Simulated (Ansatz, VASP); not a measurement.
**One calculation of Sb, two programs**

```xyz
1
Lattice="3.1913 0.0000 0.0000 0.0000 3.1913 0.0000 0.0000 0.0000 3.1913" Properties=species:S:1:pos:R:3 pbc="T T T"
Sb    0.0000    0.0000    0.0000
```

Change from the starting cell: volume scaled by 1.03, PAW files.

Alike in both runs: task electric field gradients; functional PBE; k mesh 13 × 13 × 13; occupations fermi-dirac, width 0.05 eV; no spin polarisation.

```csv
,VASP,Ansatz
version,VASP 6.6.1,Ansatz 0.2.0
potentials or method,"VASP PAW PBE potentials, release 64 (Sb)","PAW with Ansatz's default frozen-core files, scalar-relativistic"
plane-wave cutoff (eV),400,420
valence electrons in the cell,5,15
```

|  | VASP | Ansatz | Ansatz less VASP |
| --- | --- | --- | --- |
| pressure (GPa) | -3.8 | -3.7 | +0.06 |

VASP's potentials hold 5 valence electrons a cell and Ansatz's 15, so a difference there can come from the potentials and not from the codes.

Neither program's run includes spin-orbit coupling.
